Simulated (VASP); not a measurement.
# Ru (I4_1/amd) in VASP: notebook

Runs on Ru. Level: PBE. Tasks: single point, relaxation of cell and atoms.

Program: VASP 6.6.1. These are calculated values, not measurements. Logs are shortened: lines on timing, memory, paths and dates and some standing lists are left out, and cuts for length are marked.

### Step 1. The cell of the first run

The structure is tetragonal, space group I4_1/amd (No. 141). Conventional cell: a = 4.720 Å, b = 4.720 Å, c = 2.783 Å, α = 90.00°, β = 90.00°, γ = 90.00°. Ru (site symmetry -4m2) has 10 Ru at 2.46 to 3.15 Å within 3.2 Å.

### Step 2. Single point, PBE

Input file INCAR:

```
SYSTEM = Ru
PREC = Accurate ; ENCUT = 520
EDIFF = 1E-6 ; ISMEAR = 0
SIGMA = 0.1 ; LREAL = .FALSE.
LASPH = .TRUE. ; NELM = 80
ALGO = Fast ; ISIF = 2
LWAVE = .FALSE. ; LCHARG = .FALSE.
GGA = PE ; NBANDS = 21
```

Input file KPOINTS:

```
regular mesh
0
G
  18 18 18
  0 0 0
```

Input file POSCAR:

```
Ru
1.0
   -2.3601849553      2.3601849553      1.3913114844
    2.3601849553     -2.3601849553      1.3913114844
    2.3601849553      2.3601849553     -1.3913114844
Ru
2
Direct
    0.0000000000      0.0000000000      0.0000000000
    0.7500000000      0.2500000000      0.5000000000
```

Potentials or basis: VASP PAW PBE potentials, release 64 (Ru_pv).

Command:

```sh
> cat potpaw_PBE.64/Ru_pv/POTCAR > POTCAR
> mpirun -np 1 vasp_std > vasp.out
```

OUTCAR:

```text
SYSTEM = Ru
   PREC = Accurate
   ENCUT = 520
   EDIFF = 1E-6
   ISMEAR = 0
   LREAL = .FALSE.
   LASPH = .TRUE.
   NELM = 80
   ISIF = 2
   GGA = PE

 ion  position               nearest neighbor table
   1  0.000  0.000  0.000-   2 2.46   2 2.46   2 2.46   2 2.46   2 3.15   2 3.15   2 3.15   2 3.15

   2  0.750  0.250  0.500-   1 2.46   1 2.46   1 2.46   1 2.46   1 3.15   1 3.15   1 3.15   1 3.15

  LATTYP: Found a body centered tetragonal cell.
 ALAT       =     4.7203699106
 C/A-ratio  =     0.5894925655

  Lattice vectors:

 A1 = (  -2.3601849553,   2.3601849553,   1.3913114844)
 A2 = (   2.3601849553,  -2.3601849553,   1.3913114844)
 A3 = (   2.3601849553,   2.3601849553,  -1.3913114844)

Analysis of symmetry for initial positions (statically):
=====================================================================
 Subroutine PRICEL returns:
 Original cell was already a primitive cell.

 Routine SETGRP: Setting up the symmetry group for a
 body centered tetragonal supercell.

 Subroutine GETGRP returns: Found 16 space group operations
 (whereof  8 operations were pure point group operations)
 out of a pool of 16 trial point group operations.

The static configuration has the point symmetry D_2d.
 The point group associated with its full space group is D_4h.

Analysis of symmetry for dynamics (positions and initial velocities):
=====================================================================
 Subroutine PRICEL returns:
 Original cell was already a primitive cell.

 Routine SETGRP: Setting up the symmetry group for a
 body centered tetragonal supercell.

 Subroutine GETGRP returns: Found 16 space group operations
 (whereof  8 operations were pure point group operations)
 out of a pool of 16 trial point group operations.

The dynamic configuration has the point symmetry D_2d.
 The point group associated with its full space group is D_4h.

 Subroutine INISYM returns: Found 16 space group operations
 (whereof  8 operations are pure point group operations),
 and found     1 'primitive' translations

----------------------------------------------------------------------------------------

                                     Primitive cell

  volume of cell :      31.0011

  direct lattice vectors                    reciprocal lattice vectors
    -2.360184955  2.360184955  1.391311484     0.000000000  0.211847804  0.359373157
     2.360184955 -2.360184955  1.391311484     0.211847804  0.000000000  0.359373157
     2.360184955  2.360184955 -1.391311484     0.211847804  0.211847804  0.000000000

[... 82 lines left out ...]
   NELM   =     80;   NELMIN=  2; NELMDL= -5     # of ELM steps
   EDIFF  = 0.1E-05   stopping-criterion for ELM
   LREAL  =      F    real-space projection
   EDIFFG = 0.1E-04   stopping-criterion for IOM
   NSW    =      0    number of steps for IOM
   IBRION =     -1    ionic relax: 0-MD 1-quasi-New 2-CG
   NFREE  =      0    steps in history (QN), initial steepest desc. (CG)
   ISIF   =      2    stress and relaxation
   ISYM   =      2    0-nonsym 1-usesym 2-fastsym
   POTIM  = 0.5000    time-step for ionic-motion
   TEBEG  =    0.0;   TEEND  =   0.0 temperature during run
   PSTRESS=    0.0 pullay stress
   NELECT =      28.0000    total number of electrons
   NUPDOWN=      -1.0000    fix difference up-down
   EMIN   =  10.00;   EMAX   =-10.00  energy-range for DOS
   EFERMI =   0.00;   METHOD = LEGACY
   ISMEAR =     0;   SIGMA  =   0.10  broadening in eV -4-tet -1-fermi 0-gaus
   EFERMI_NEDOS =   21; number of points for ismear=-14 and -15
   IALGO  =     68    algorithm
   IMIX   =      4    mixing-type and parameters
     AMIX     =   0.40;   BMIX     =  1.00
     AMIX_MAG =   1.60;   BMIX_MAG =  1.00
  volume/ion in A,a.u.               =      15.50       104.60
  Fermi-wavevector in a.u.,A,eV,Ry     =   1.582470  2.990434 34.071844  2.504210
  Thomas-Fermi vector in A             =   2.682388
   LORBIT       =      0    0 simple, 1 ext, 2 COOP (PROOUT), +10 PAW based schemes
   GGA     = PE    functional components
   LHFCALC =     F    Hartree Fock is set to
   AEXX    =    0.0000 exact exchange contribution
   IVDW    =     0    specifies the selected vdW correction
   LEPSILON=     F    determine dielectric tensor
   LRPA    =     F    only Hartree local field effects (RPA)
 non-spin polarized calculation
 RMM-DIIS sequential band-by-band and
 Gauss-broadening in eV      SIGMA  =   0.10
  energy-cutoff  :      520.00
  volume of cell :       31.00
 maximum number of plane-waves:       870
   NGX = 13   NGY = 13   NGZ = 13

 number of electron      27.9999999 magnetization

 Free energy of the ion-electron system (eV)
  ---------------------------------------------------
  ext. energy  EPLUGINS =         0.00000000
  ---------------------------------------------------
  free energy    TOTEN  =       -16.64713284 eV

  energy without entropy =      -16.63458802  energy(sigma->0) =      -16.64086043

 E-fermi :  10.6422     XC(G=0): -13.1963

 val. band max:       10.6379124110   @ k =  -0.1667   0.2222   0.0556
 cond. band min:      10.6452311110   @ k =  -0.4444  -0.4444   0.2222
 fundamental gap:      0.0073187001
 Fermi energy:        10.6422334901

 k-point     1 :       0.0000    0.0000    0.0000
  band No.  band energies     occupation
      1     -32.5862      2.00000
      2     -32.5862      2.00000
      3     -31.7421      2.00000
      4     -31.7155      2.00000
      5     -31.5849      2.00000
      6     -31.5849      2.00000
[... 565 lines left out ...]
     20      21.6021      0.00000
     21      21.6022      0.00000

 [... further k-points ...]

------------------------ aborting loop because EDIFF is reached ----------------------------------------

  FORCE on cell =-STRESS in cart. coord.  units (eV):
  Direction    XX          YY          ZZ          XY          YZ          ZX
  --------------------------------------------------------------------------------------
  -------------------------------------------------------------------------------------
  Total        0.0299918      0.0299918     -0.0150876      0.0000000     -0.0000000      0.0000000
  in kB        1.5500154      1.5500154     -0.7797485      0.0000000     -0.0000000      0.0000000
  external PRESSURE =       0.7734275 kB  Pullay stress =       0.0000000 kB

 VOLUME and BASIS-vectors are now :
 -----------------------------------------------------------------------------
  energy-cutoff  :      520.00
  volume of cell :       31.00
      direct lattice vectors                 reciprocal lattice vectors
    -2.360184955  2.360184955  1.391311484     0.000000000  0.211847804  0.359373157
     2.360184955 -2.360184955  1.391311484     0.211847804  0.000000000  0.359373157
     2.360184955  2.360184955 -1.391311484     0.211847804  0.211847804  0.000000000

 POSITION                                       TOTAL-FORCE (eV/Angst)
 -----------------------------------------------------------------------------------
      0.00000      0.00000      0.00000         0.000000     -0.000000      0.000000
     -0.00000      2.36018      0.69566        -0.000000      0.000000     -0.000000
 -----------------------------------------------------------------------------------
    total drift:                               -0.000000      0.000000      0.000000

  FREE ENERGIE OF THE ION-ELECTRON SYSTEM (eV)
  ---------------------------------------------------
  free  energy   TOTEN  =       -16.6471328405 eV

  energy  without entropy=      -16.6345880223  energy(sigma->0) =      -16.64086043
```

OSZICAR:

```text
N       E                     dE             d eps       ncg     rms          rms(c)
DAV:   1     0.288486021033E+03    0.28849E+03   -0.16910E+04 20168   0.143E+03
DAV:   2    -0.116184599208E+02   -0.30010E+03   -0.29141E+03 20933   0.435E+02
DAV:   3    -0.174761105712E+02   -0.58577E+01   -0.58003E+01 23375   0.682E+01
DAV:   4    -0.175239844598E+02   -0.47874E-01   -0.47809E-01 24927   0.597E+00
DAV:   5    -0.175248886739E+02   -0.90421E-03   -0.90208E-03 23427   0.689E-01    0.143E+01
RMM:   6    -0.166892267503E+02    0.83566E+00   -0.19314E+00 20463   0.113E+01    0.456E+00
RMM:   7    -0.166507175198E+02    0.38509E-01   -0.20276E-01 21242   0.338E+00    0.144E+00
RMM:   8    -0.166481660919E+02    0.25514E-02   -0.28715E-02 21575   0.155E+00    0.217E-01
RMM:   9    -0.166470895138E+02    0.10766E-02   -0.40945E-03 22761   0.606E-01    0.385E-02
RMM:  10    -0.166471310858E+02   -0.41572E-04   -0.60887E-04 23322   0.228E-01    0.217E-02
RMM:  11    -0.166471313454E+02   -0.25954E-06   -0.66152E-05 26714   0.558E-02    0.744E-03
RMM:  12    -0.166471326618E+02   -0.13164E-05   -0.14535E-05 24661   0.233E-02    0.407E-03
RMM:  13    -0.166471328405E+02   -0.17865E-06   -0.15514E-06 17696   0.887E-03
   1 F= -.16647133E+02 E0= -.16640860E+02  d E =-.125448E-01
```

stdout:

```text
POSCAR found type information on POSCAR Ru
 POSCAR found :  1 types and       2 ions
 scaLAPACK will be used
 LDA part: xc-table for (Slater+PW92), standard interpolation
 POSCAR, INCAR and KPOINTS ok, starting setup
 FFT: planning ... GRIDC
 FFT: planning ... GRID_SOFT
 FFT: planning ... GRID
 WAVECAR not read
 entering main loop
```

Run time: 7.6 min. Hardware: 1 thread of Intel Xeon 8259CL, shared host; peak memory 0.36 GiB.

What came out:

```
Free energy            : -16.6471 eV
Pressure               : 0.1 GPa
Band gap on the k mesh : zero (bands 14 and 15 overlap by 1.58 eV)
```

Stress tensor (GPa, compression positive):
```
 0.16  0.00  0.00
 0.00  0.16  0.00
 0.00  0.00 -0.08
```

Levels at points of the mesh, in eV from the Fermi level:
| k point | band 10 | band 11 | band 12 | band 13 | band 14 | band 15 | band 16 | band 17 | band 18 | band 19 |
| --- | --- | --- | --- | --- | --- | --- | --- | --- | --- | --- |
| (0.00, 0.00, 0.00) | -3.48 | -2.87 | -0.61 | -0.61 | -0.51 | -0.51 | 2.06 | 3.16 | 7.32 | 7.32 |
| (0.50, 0.00, 0.00) | -3.65 | -1.80 | -1.16 | -0.53 | 0.08 | 1.35 | 1.51 | 3.12 | 6.55 | 8.31 |
| (0.50, 0.50, 0.00) | -3.37 | -2.70 | -2.70 | -0.63 | -0.63 | 0.82 | 0.82 | 1.50 | 1.50 | 10.96 |
| (0.50, 0.50, 0.50) | -3.14 | -0.69 | -0.69 | -0.23 | -0.23 | -0.05 | -0.05 | 0.55 | 0.55 | 8.31 |

### Step 3. Relaxation of cell and atoms, PBE

This run uses another cell than the first one, of 15.45 Å³/atom.

Input file INCAR:

```
SYSTEM = Ru
ALGO = Fast
EDIFF = 1E-7
EDIFFG = -0.01
ENCUT = 600
GGA = PE
IBRION = 2
ISIF = 3
ISMEAR = 0
LASPH = .TRUE.
LCHARG = .FALSE.
LREAL = .FALSE.
LWAVE = .FALSE.
NELM = 60
NSW = 100
PREC = Accurate
SIGMA = 0.1
```

Input file KPOINTS:

```
k-points
0
G
  18 18 18
  0 0 0
```

Input file POSCAR:

```
Ru
1.0
   -2.3637446042      2.3637446042      1.3825878557
    2.3637446042     -2.3637446042      1.3825878557
    2.3637446042      2.3637446042     -1.3825878557
Ru
2
Direct
    0.0000000000      0.0000000000      0.0000000000
    0.7500000000      0.2500000000      0.5000000000
```

Potentials or basis: VASP PAW PBE potentials, release 64 (Ru_pv).

Command:

```sh
> cat potpaw_PBE.64/Ru_pv/POTCAR > POTCAR
> mpirun -np 1 vasp_std > vasp.out
```

Run time: 44 min. Hardware: 1 thread of Intel Xeon 8259CL, shared host; peak memory 0.4 GiB.

Results (log left out):

| Item | Value |
| --- | --- |
| Free energy | -16.6468 eV |
| Relaxed volume | 15.50 Å³/atom |
| Relaxed cell | a = 3.617 Å, b = 3.617 Å, c = 3.617 Å, α = 98.49°, β = 98.49°, γ = 134.80° |
| Space group after relaxing (to 0.1 Å) | I4_1/amd (No. 141) |
| Energy gained by relaxing | 0.3 meV/atom |
| Ionic steps | 5 |
| Pressure after relaxing | 0.0 GPa |
| Band gap on the k mesh | zero (bands 14 and 15 overlap by 1.58 eV) |

The path:
```csv
step,energy change (eV),largest force (eV/Å),pressure (GPa),volume (Å³)
1,0.0000,0.0000,0.53,30.90
2,-0.0002,0.0000,-0.97,31.13
3,-0.0004,0.0000,-0.31,31.03
4,-0.0006,0.0000,0.22,30.98
5,-0.0006,0.0000,0.04,30.99
```

Final structure:
```
Ru
1.0
    -2.36111    2.36111    1.38991
     2.36111   -2.36111    1.38991
     2.36111    2.36111   -1.38991
Ru
2
Cartesian
  0.0000 0.0000 0.0000
  0.0000 2.3611 0.6950
```

Levels at points of the mesh, in eV from the Fermi level:
| k point | band 12 | band 13 | band 14 | band 15 | band 16 | band 17 |
| --- | --- | --- | --- | --- | --- | --- |
| (0.00, 0.00, 0.00) | -0.61 | -0.61 | -0.50 | -0.50 | 2.06 | 3.16 |
| (0.50, 0.00, 0.00) | -1.17 | -0.53 | 0.08 | 1.35 | 1.51 | 3.13 |
| (0.50, 0.50, 0.00) | -2.69 | -0.63 | -0.63 | 0.82 | 0.82 | 1.49 |
| (0.50, 0.50, 0.50) | -0.69 | -0.22 | -0.22 | -0.04 | -0.04 | 0.54 |
